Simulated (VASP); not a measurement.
# PbSe (Fm-3m) in VASP: further runs

Runs on PbSe. Level: LDA. Tasks: single point.

Program: VASP 6.6.1. These are calculated values, not measurements. Logs are shortened: lines on timing, memory, paths and dates and some standing lists are left out, and cuts for length are marked.

## Step 1: The cell of the first run

Symmetry: Fm-3m, No. 225, cubic system. The conventional cell has a = 6.121 Å, b = 6.121 Å, c = 6.121 Å, α = 90.00°, β = 90.00°, γ = 90.00°. Pb (site symmetry m-3m) has 6 Se at 3.06 Å within 4.0 Å. Within 4.0 Å of Se (site symmetry m-3m) lie 6 Pb at 3.06 Å.

## Step 2: Single point, LDA

Input file INCAR:

```
ALGO = Normal ; EDIFF = 1E-6
ENCUT = 500 ; GGA_COMPAT = False
ISIF = 2 ; ISMEAR = -1
LASPH = True ; LCHARG = True
LELF = True ; LREAL = False
LVHAR = True ; LWAVE = False
NBANDS = 17 ; NELM = 120
PREC = Accurate ; SIGMA = 0.02
```

Input file KPOINTS:

```
k-points
0
Gamma
  5 5 5
```

Input file POSCAR:

```
PbSe
1.0
    0.0000000000      3.0606500000      3.0606500000
    3.0606500000      0.0000000000      3.0606500000
    3.0606500000      3.0606500000      0.0000000000
Pb Se
1 1
Direct
    0.0000000000      0.0000000000      0.0000000000
    0.5000000000      0.5000000000      0.5000000000
```

Potentials or basis: VASP PAW LDA potentials, release 64 (Pb_d, Se).

Launch:

```
cat potpaw_LDA.64/Pb_d/POTCAR potpaw_LDA.64/Se/POTCAR > POTCAR
mpirun -np 1 vasp_std > vasp.out
```

OUTCAR:

```text
EDIFF = 1E-6
   ENCUT = 500
   ISIF = 2
   ISMEAR = -1
   LASPH = True
   LREAL = False
   NELM = 120
   PREC = Accurate

 ion  position               nearest neighbor table
   1  0.000  0.000  0.000-   2 3.06   2 3.06   2 3.06   2 3.06   2 3.06   2 3.06
   2  0.500  0.500  0.500-   1 3.06   1 3.06   1 3.06   1 3.06   1 3.06   1 3.06

  LATTYP: Found a face centered cubic cell.
 ALAT       =     6.1213000000

  Lattice vectors:

 A1 = (   0.0000000000,   3.0606500000,   3.0606500000)
 A2 = (   3.0606500000,   0.0000000000,   3.0606500000)
 A3 = (   3.0606500000,   3.0606500000,   0.0000000000)

Analysis of symmetry for initial positions (statically):
=====================================================================
 Subroutine PRICEL returns:
 Original cell was already a primitive cell.

 Routine SETGRP: Setting up the symmetry group for a
 face centered cubic supercell.

 Subroutine GETGRP returns: Found 48 space group operations
 (whereof 48 operations were pure point group operations)
 out of a pool of 48 trial point group operations.

The static configuration has the point symmetry O_h .

Analysis of symmetry for dynamics (positions and initial velocities):
=====================================================================
 Subroutine PRICEL returns:
 Original cell was already a primitive cell.

 Routine SETGRP: Setting up the symmetry group for a
 face centered cubic supercell.

 Subroutine GETGRP returns: Found 48 space group operations
 (whereof 48 operations were pure point group operations)
 out of a pool of 48 trial point group operations.

The dynamic configuration has the point symmetry O_h .

 Subroutine INISYM returns: Found 48 space group operations
 (whereof 48 operations are pure point group operations),
 and found     1 'primitive' translations

----------------------------------------------------------------------------------------

                                     Primitive cell

  volume of cell :      57.3418

  direct lattice vectors                    reciprocal lattice vectors
     0.000000000  3.060650000  3.060650000    -0.163363991  0.163363991  0.163363991
     3.060650000  0.000000000  3.060650000     0.163363991 -0.163363991  0.163363991
     3.060650000  3.060650000  0.000000000     0.163363991  0.163363991 -0.163363991

  length of vectors
     4.328412740  4.328412740  4.328412740     0.282954733  0.282954733  0.282954733

  position of ions in fractional coordinates (direct lattice)
     0.000000000  0.000000000  0.000000000
     0.500000000  0.500000000  0.500000000

  ion indices of the primitive-cell ions
   primitive index   ion index
                 1           1
                 2           2
[... 58 lines left out ...]
   LREAL  =      F    real-space projection
   EDIFFG = 0.1E-04   stopping-criterion for IOM
   NSW    =      0    number of steps for IOM
   IBRION =     -1    ionic relax: 0-MD 1-quasi-New 2-CG
   NFREE  =      0    steps in history (QN), initial steepest desc. (CG)
   ISIF   =      2    stress and relaxation
   ISYM   =      2    0-nonsym 1-usesym 2-fastsym
   POTIM  = 0.5000    time-step for ionic-motion
   TEBEG  =    0.0;   TEEND  =   0.0 temperature during run
   PSTRESS=    0.0 pullay stress
   NELECT =      20.0000    total number of electrons
   NUPDOWN=      -1.0000    fix difference up-down
   EMIN   =  10.00;   EMAX   =-10.00  energy-range for DOS
   EFERMI =   0.00;   METHOD = LEGACY
   ISMEAR =    -1;   SIGMA  =   0.02  broadening in eV -4-tet -1-fermi 0-gaus
   EFERMI_NEDOS =   21; number of points for ismear=-14 and -15
   IALGO  =     38    algorithm
   IMIX   =      4    mixing-type and parameters
     AMIX     =   0.40;   BMIX     =  1.00
     AMIX_MAG =   1.60;   BMIX_MAG =  1.00
  volume/ion in A,a.u.               =      28.67       193.48
  Fermi-wavevector in a.u.,A,eV,Ry     =   1.152377  2.177676 18.068159  1.327972
  Thomas-Fermi vector in A             =   2.289028
   LORBIT       =      0    0 simple, 1 ext, 2 COOP (PROOUT), +10 PAW based schemes
   GGA     = CA    functional components
   LHFCALC =     F    Hartree Fock is set to
   AEXX    =    0.0000 exact exchange contribution
   IVDW    =     0    specifies the selected vdW correction
   LEPSILON=     F    determine dielectric tensor
   LRPA    =     F    only Hartree local field effects (RPA)
 non-spin polarized calculation
  energy-cutoff  :      500.00
  volume of cell :       57.34
 maximum number of plane-waves:      1476
   NGX = 15   NGY = 15   NGZ = 15

 number of electron      19.9999997 magnetization

 Free energy of the ion-electron system (eV)
  ---------------------------------------------------
  ext. energy  EPLUGINS =         0.00000000
  ---------------------------------------------------
  free energy    TOTEN  =        -9.45916811 eV

  energy without entropy =       -9.45916811  energy(sigma->0) =       -9.45916811

 E-fermi :   4.9478     XC(G=0):  -9.8479

 val. band max:        4.5125692750   @ k =  -0.2000   0.2000   0.0000
 cond. band min:       5.6228179313   @ k =   0.4000   0.0000   0.0000
 fundamental gap:      1.1102486563
 Fermi energy:         4.9477956324

 k-point     1 :       0.0000    0.0000    0.0000
  band No.  band energies     occupation
      1     -11.8789      2.00000
      2     -11.8789      2.00000
      3     -11.8766      2.00000
      4     -11.8766      2.00000
      5     -11.8766      2.00000
      6      -8.7126      2.00000
[... 177 lines left out ...]
      4     -11.8527      2.00000
      5     -11.8356      2.00000
      6      -7.3544      2.00000
[... 9 lines left out ...]
     16      16.1889      0.00000
     17      16.2696      0.00000

------------------------ aborting loop because EDIFF is reached ----------------------------------------

  FORCE on cell =-STRESS in cart. coord.  units (eV):
  Direction    XX          YY          ZZ          XY          YZ          ZX
  --------------------------------------------------------------------------------------
  -------------------------------------------------------------------------------------
  Total       -0.7787857     -0.7787857     -0.7787857      0.0000000      0.0000000      0.0000000
  in kB      -21.7599337    -21.7599337    -21.7599337      0.0000000      0.0000000      0.0000000
  external PRESSURE =     -21.7599337 kB  Pullay stress =       0.0000000 kB

 VOLUME and BASIS-vectors are now :
 -----------------------------------------------------------------------------
  energy-cutoff  :      500.00
  volume of cell :       57.34
      direct lattice vectors                 reciprocal lattice vectors
     0.000000000  3.060650000  3.060650000    -0.163363991  0.163363991  0.163363991
     3.060650000  0.000000000  3.060650000     0.163363991 -0.163363991  0.163363991
     3.060650000  3.060650000  0.000000000     0.163363991  0.163363991 -0.163363991

 POSITION                                       TOTAL-FORCE (eV/Angst)
 -----------------------------------------------------------------------------------
      0.00000      0.00000      0.00000         0.000000      0.000000      0.000000
      3.06065      3.06065      3.06065        -0.000000     -0.000000      0.000000
 -----------------------------------------------------------------------------------
    total drift:                                0.000000     -0.000000     -0.000000

  FREE ENERGIE OF THE ION-ELECTRON SYSTEM (eV)
  ---------------------------------------------------
  free  energy   TOTEN  =        -9.4591681148 eV

  energy  without entropy=       -9.4591681148  energy(sigma->0) =       -9.45916811
```

It took 7.3 s on 1 thread of AMD EPYC 7R13 (Zen 3), shared host; peak memory 0.12 GiB.

What came out:

```yaml
Free_energy: -9.4592 eV
Pressure: -2.2 GPa
```

Caveat: this odd mesh misses L, so gap, dielectric constants and Born charges aren't listed; spin-orbit coupling is left out, which moves the levels of the heavy elements.

## Step 3: Single point, LDA

Input file INCAR:

```
SYSTEM = PbSe
  PREC = Accurate
  ENCUT = 500
  EDIFF = 1E-6
  ISMEAR = -1
  SIGMA = 0.02
  LREAL = .False.
  LASPH = .True.
  NELM = 120
  ALGO = Normal
  ISIF = 2
  LWAVE = .False.
  LCHARG = .True.
  LELF = .True.
  LVHAR = .True.
  NBANDS = 17
  GGA_COMPAT = .False.
```

Input file KPOINTS:

```
Automatic mesh
0
Gamma
  6 6 6
  0 0 0
```

POSCAR is that of step 2.

Potentials or basis: VASP PAW LDA potentials, release 64 (Pb_d, Se).

Launch:

```
cat potpaw_LDA.64/Pb_d/POTCAR potpaw_LDA.64/Se/POTCAR > POTCAR
mpirun -np 1 vasp_std > vasp.out
```

Run time: 10 s. Hardware: 1 thread of AMD EPYC 7R13 (Zen 3), shared host; peak memory 0.12 GiB.

The run converged. Its results:

| Quantity | Value |
| --- | --- |
| Free energy | -9.4489 eV |
| Pressure | -2.1 GPa |
| Band gap on the k mesh | 0.16 eV |

Levels at points of the mesh, in eV from the valence-band top:
| k point | band 7 | band 8 | band 9 | band 10 | band 11 | band 12 | band 13 | band 14 |
| --- | --- | --- | --- | --- | --- | --- | --- | --- |
| (0.00, 0.00, 0.00) | -6.38 | -1.87 | -1.87 | -1.87 | 4.60 | 4.60 | 4.60 | 6.48 |
| (0.50, 0.00, 0.00) | -8.86 | -1.45 | -1.45 | 0.00 | 0.16 | 1.61 | 1.61 | 8.41 |
| (0.50, 0.50, 0.00) | -7.45 | -5.02 | -3.24 | -3.24 | 3.61 | 5.51 | 5.51 | 5.94 |

Caveat: spin-orbit coupling is left out, which moves the levels of the heavy elements.
